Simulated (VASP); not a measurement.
# MnF2 (P4_2/mnm) in VASP: single point with PBE

Aim: the single point of MnF2 with PBE.

Program: VASP 6.6.1. These are calculated values, not measurements. Logs are shortened: lines on timing, memory, paths and dates and some standing lists are left out, and cuts for length are marked.

### Step 1. The cell of the first run

Symmetry: P4_2/mnm, No. 136, tetragonal system. The conventional cell has a = 4.874 Å, b = 4.874 Å, c = 3.311 Å, α = 90.00°, β = 90.00°, γ = 90.00°. Mn (site symmetry mmm) has 6 F at 2.10 to 2.13 Å within 2.8 Å. Within 2.8 Å of F (site symmetry m2m) lie 3 Mn at 2.10 to 2.13 Å and 1 F at 2.68 Å.

### Step 2. Single point, PBE, collinear spin, ferromagnetic start

Input file INCAR:

```
SYSTEM = MnF2
  PREC = Accurate
  ENCUT = 600
  EDIFF = 1E-6
  ISMEAR = 0
  SIGMA = 0.02
  LREAL = .FALSE.
  LASPH = .TRUE.
  NELM = 200
  ALGO = Normal
  ISIF = 2
  LWAVE = .FALSE.
  LCHARG = .FALSE.
  ISPIN = 2
  MAGMOM = 5 5 0 0 0 0
  LORBIT = 11
  LMAXMIX = 4
  GGA = PE
  NBANDS = 40
  GGA_COMPAT = .FALSE.
```

Input file KPOINTS:

```
regular mesh
0
G
  6 6 9
  0 0 0
```

Input file POSCAR:

```
MnF2
1.0
    4.8738000000      0.0000000000      0.0000000000
    0.0000000000      4.8738000000      0.0000000000
    0.0000000000      0.0000000000      3.3107000000
Mn F
2 4
Direct
    0.0000000000      0.0000000000      0.0000000000
    0.5000000000      0.5000000000      0.5000000000
    0.3053000000      0.3053000000      0.0000000000
    0.1947000000      0.8053000000      0.5000000000
    0.6947000000      0.6947000000      0.0000000000
    0.8053000000      0.1947000000      0.5000000000
```

Potentials or basis: VASP PAW PBE potentials, release 64 (Mn_pv, F).

The run is started by

```sh
cat potpaw_PBE.64/Mn_pv/POTCAR potpaw_PBE.64/F/POTCAR > POTCAR
mpirun -np 1 vasp_std > vasp.out
```

OUTCAR:

```text
SYSTEM = MnF2
   PREC = Accurate
   ENCUT = 600
   EDIFF = 1E-6
   ISMEAR = 0
   LREAL = .FALSE.
   LASPH = .TRUE.
   NELM = 200
   ISIF = 2
   ISPIN = 2
   LORBIT = 11
   GGA = PE

 ion  position               nearest neighbor table
   1  0.000  0.000  0.000-   3 2.10   5 2.10   4 2.13   6 2.13   4 2.13   6 2.13
   2  0.500  0.500  0.500-   4 2.10   6 2.10   5 2.13   3 2.13   3 2.13   5 2.13
   3  0.305  0.305  0.000-   1 2.10   2 2.13   2 2.13
   4  0.195  0.805  0.500-   2 2.10   1 2.13   1 2.13
   5  0.695  0.695  0.000-   1 2.10   2 2.13   2 2.13
   6  0.805  0.195  0.500-   2 2.10   1 2.13   1 2.13

  LATTYP: Found a simple tetragonal cell.
 ALAT       =     4.8738000000
 C/A-ratio  =     0.6792851574

  Lattice vectors:

 A1 = (   4.8738000000,   0.0000000000,   0.0000000000)
 A2 = (   0.0000000000,   4.8738000000,   0.0000000000)
 A3 = (   0.0000000000,   0.0000000000,   3.3107000000)

Analysis of symmetry for initial positions (statically):
=====================================================================
 Subroutine PRICEL returns:
 Original cell was already a primitive cell.

 Routine SETGRP: Setting up the symmetry group for a
 simple tetragonal supercell.

 Subroutine GETGRP returns: Found 16 space group operations
 (whereof  8 operations were pure point group operations)
 out of a pool of 16 trial point group operations.

The static configuration has the point symmetry D_2h.
 The point group associated with its full space group is D_4h.

Analysis of symmetry for dynamics (positions and initial velocities):
=====================================================================
 Subroutine PRICEL returns:
 Original cell was already a primitive cell.

 Routine SETGRP: Setting up the symmetry group for a
 simple tetragonal supercell.

 Subroutine GETGRP returns: Found 16 space group operations
 (whereof  8 operations were pure point group operations)
 out of a pool of 16 trial point group operations.

The dynamic configuration has the point symmetry D_2h.
 The point group associated with its full space group is D_4h.

Analysis of structural, dynamic, and magnetic symmetry:
=====================================================================
 Subroutine PRICEL returns:
 Original cell was already a primitive cell.

 Routine SETGRP: Setting up the symmetry group for a
 simple tetragonal supercell.

 Subroutine GETGRP returns: Found 16 space group operations
 (whereof  8 operations were pure point group operations)
 out of a pool of 16 trial point group operations.

The overall configuration has the point symmetry D_2h.
 The point group associated with its full space group is D_4h.

 Subroutine INISYM returns: Found 16 space group operations
 (whereof  8 operations are pure point group operations),
 and found     1 'primitive' translations

----------------------------------------------------------------------------------------

                                     Primitive cell

  volume of cell :      78.6421

  direct lattice vectors                    reciprocal lattice vectors
     4.873800000  0.000000000  0.000000000     0.205178711  0.000000000  0.000000000
     0.000000000  4.873800000  0.000000000     0.000000000  0.205178711  0.000000000
     0.000000000  0.000000000  3.310700000     0.000000000  0.000000000  0.302050926

  length of vectors
     4.873800000  4.873800000  3.310700000     0.205178711  0.205178711  0.302050926

  position of ions in fractional coordinates (direct lattice)
     0.000000000  0.000000000  0.000000000
     0.500000000  0.500000000  0.500000000
     0.305300000  0.305300000  0.000000000
     0.194700000  0.805300000  0.500000000
     0.694700000  0.694700000  0.000000000
     0.805300000  0.194700000  0.500000000

  ion indices of the primitive-cell ions
   primitive index   ion index
                 1           1
                 2           2
                 3           3
                 4           4
                 5           5
                 6           6

----------------------------------------------------------------------------------------

 KPOINTS: regular mesh

Automatic generation of k-mesh.
[... 49 lines left out ...]
   number of dos      NEDOS =    301   number of ions     NIONS =      6
   total plane-waves  NPLWV =  44800
   dimension x,y,z NGX =    40 NGY =   40 NGZ =   28
   dimension x,y,z NGXF=    80 NGYF=   80 NGZF=   56
   ions per type =               2   4
   NGX,Y,Z   is equivalent  to a cutoff of  13.64, 13.64, 14.06 a.u.
   NGXF,Y,Z  is equivalent  to a cutoff of  27.29, 27.29, 28.12 a.u.
 SYSTEM =  MnF2
   PREC   = accura    normal or accurate (medium, high low for compatibility)
   ISTART =      0    job   : 0-new  1-cont  2-samecut
   ICHARG =      2    charge: 1-file 2-atom 10-const
   ISPIN  =      2    spin polarized calculation?
   LNONCOLLINEAR =      F non collinear calculations
   LSORBIT =      F    spin-orbit coupling
   LASPH  =      T    aspherical Exc in radial PAW
   ENCUT  =  600.0 eV  44.10 Ry    6.64 a.u.   9.73  9.73  6.61*2*pi/ulx,y,z
   NELM   =    200;   NELMIN=  2; NELMDL= -5     # of ELM steps
   EDIFF  = 0.1E-05   stopping-criterion for ELM
   LREAL  =      F    real-space projection
   EDIFFG = 0.1E-04   stopping-criterion for IOM
   NSW    =      0    number of steps for IOM
   IBRION =     -1    ionic relax: 0-MD 1-quasi-New 2-CG
   NFREE  =      0    steps in history (QN), initial steepest desc. (CG)
   ISIF   =      2    stress and relaxation
   ISYM   =      2    0-nonsym 1-usesym 2-fastsym
   POTIM  = 0.5000    time-step for ionic-motion
   TEBEG  =    0.0;   TEEND  =   0.0 temperature during run
   PSTRESS=    0.0 pullay stress
   NELECT =      54.0000    total number of electrons
   NUPDOWN=      -1.0000    fix difference up-down
   EMIN   =  10.00;   EMAX   =-10.00  energy-range for DOS
   EFERMI =   0.00;   METHOD = LEGACY
   ISMEAR =     0;   SIGMA  =   0.02  broadening in eV -4-tet -1-fermi 0-gaus
   EFERMI_NEDOS =   21; number of points for ismear=-14 and -15
   IALGO  =     38    algorithm
   IMIX   =      4    mixing-type and parameters
     AMIX     =   0.40;   BMIX     =  1.00
     AMIX_MAG =   1.60;   BMIX_MAG =  1.00
  volume/ion in A,a.u.               =      13.11        88.45
  Fermi-wavevector in a.u.,A,eV,Ry     =   1.444290  2.729312 28.381385  2.085973
  Thomas-Fermi vector in A             =   2.562601
   LORBIT       =     11    0 simple, 1 ext, 2 COOP (PROOUT), +10 PAW based schemes
   GGA     = PE    functional components
   LHFCALC =     F    Hartree Fock is set to
   AEXX    =    0.0000 exact exchange contribution
   IVDW    =     0    specifies the selected vdW correction
   LEPSILON=     F    determine dielectric tensor
   LRPA    =     F    only Hartree local field effects (RPA)
 spin polarized calculation
 Gauss-broadening in eV      SIGMA  =   0.02
  energy-cutoff  :      600.00
  volume of cell :       78.64
 maximum number of plane-waves:      2649
 NGX is ok and might be reduce to    40
   NGX = 19   NGY = 19   NGZ = 13

 number of electron      54.0000000 magnetization      10.0000000

 number of electron      54.0000034 magnetization       9.9999996

 Free energy of the ion-electron system (eV)
  ---------------------------------------------------
  ext. energy  EPLUGINS =         0.00000000
  ---------------------------------------------------
  free energy    TOTEN  =       -39.30665899 eV

  energy without entropy =      -39.30665899  energy(sigma->0) =      -39.30665899

 E-fermi :   3.6792     XC(G=0):  -9.7521

 val. band max:        3.4047399496   @ k =   0.0000   0.0000   0.0000
 cond. band min:       4.5280950409   @ k =   0.0000   0.0000   0.0000
 fundamental gap:      1.1233550913
 Fermi energy:         3.6791715008

 spin component 1

 k-point     1 :       0.0000    0.0000    0.0000
  band No.  band energies     occupation
      1     -46.7811      1.00000
      2     -46.7811      1.00000
      3     -46.7212      1.00000
      4     -46.7212      1.00000
      5     -46.7165      1.00000
      6     -46.7147      1.00000
[... 997 lines left out ...]
     38      13.3423      0.00000
     39      14.4622      0.00000

 [... further k-points ...]

 spin component 2

 k-point     1 :       0.0000    0.0000    0.0000
  band No.  band energies     occupation
      1     -41.8214      1.00000
      2     -41.8214      1.00000
      3     -41.7498      1.00000
      4     -41.7498      1.00000
      5     -41.7399      1.00000
      6     -41.7371      1.00000
[... 997 lines left out ...]
     38      14.3177      0.00000
     39      15.3478      0.00000

 [... further k-points ...]

 [bands above 39 left out]

------------------------ aborting loop because EDIFF is reached ----------------------------------------

  FORCE on cell =-STRESS in cart. coord.  units (eV):
  Direction    XX          YY          ZZ          XY          YZ          ZX
  --------------------------------------------------------------------------------------
  -------------------------------------------------------------------------------------
  Total        1.7027326      1.7027326      1.9258611      0.0000000      0.0000000      0.0000000
  in kB       34.6897999     34.6897999     39.2356008      0.0000000      0.0000000      0.0000000
  external PRESSURE =      36.2050668 kB  Pullay stress =       0.0000000 kB

 VOLUME and BASIS-vectors are now :
 -----------------------------------------------------------------------------
  energy-cutoff  :      600.00
  volume of cell :       78.64
      direct lattice vectors                 reciprocal lattice vectors
     4.873800000  0.000000000  0.000000000     0.205178711  0.000000000  0.000000000
     0.000000000  4.873800000  0.000000000     0.000000000  0.205178711  0.000000000
     0.000000000  0.000000000  3.310700000     0.000000000  0.000000000  0.302050926

 POSITION                                       TOTAL-FORCE (eV/Angst)
 -----------------------------------------------------------------------------------
      0.00000      0.00000      0.00000        -0.000000      0.000000      0.000000
      2.43690      2.43690      1.65535        -0.000000      0.000000      0.000000
      1.48797      1.48797      0.00000        -0.030814     -0.030814      0.000000
      0.94893      3.92487      1.65535         0.030814     -0.030814      0.000000
      3.38583      3.38583      0.00000         0.030814      0.030814      0.000000
      3.92487      0.94893      1.65535        -0.030814      0.030814      0.000000
 -----------------------------------------------------------------------------------
    total drift:                               -0.000000     -0.000000     -0.000000

  FREE ENERGIE OF THE ION-ELECTRON SYSTEM (eV)
  ---------------------------------------------------
  free  energy   TOTEN  =       -39.3066589942 eV

  energy  without entropy=      -39.3066589942  energy(sigma->0) =      -39.30665899

 total charge

# of ion       s       p       d       tot
------------------------------------------
    1        0.164   6.146   4.950  11.260
    2        0.164   6.146   4.950  11.260
    3        1.730   4.370   0.000   6.100
    4        1.730   4.370   0.000   6.100
    5        1.730   4.370   0.000   6.100
    6        1.730   4.370   0.000   6.100
--------------------------------------------------
tot          7.250  29.771   9.899  46.920

 magnetization (x)

# of ion       s       p       d       tot
------------------------------------------
    1        0.024   0.021   4.544   4.590
    2        0.024   0.021   4.544   4.590
    3        0.009   0.081   0.000   0.090
    4        0.009   0.081   0.000   0.090
    5        0.009   0.081   0.000   0.090
    6        0.009   0.081   0.000   0.090
--------------------------------------------------
tot          0.083   0.368   9.088   9.540
```

Run time: 4.9 min. Hardware: 1 thread of Intel Xeon 8259CL, shared host; peak memory 0.38 GiB.

Results:

```yaml
Free_energy: -39.3067 eV
Pressure: 3.6 GPa
Largest_force: 0.044 eV/Å
Band_gap_on_the_k_mesh: 1.12 eV
Net_moment: 10.00 μB per cell
Site_moments: Mn +4.59; F +0.09 μB
Valence_electrons_inside_the_program's_atomic_spheres: Mn 11.26; F 6.10
```

Forces in eV/Å, atoms in the order of the input:
```
Mn   0.000  0.000  0.000
Mn   0.000  0.000  0.000
F   -0.031 -0.031  0.000
F    0.031 -0.031  0.000
F    0.031  0.031  0.000
F   -0.031  0.031  0.000
```

Caveat: the cell stands under pressure; the run started ferromagnetic, and an antiferromagnetic order may lie lower in energy.
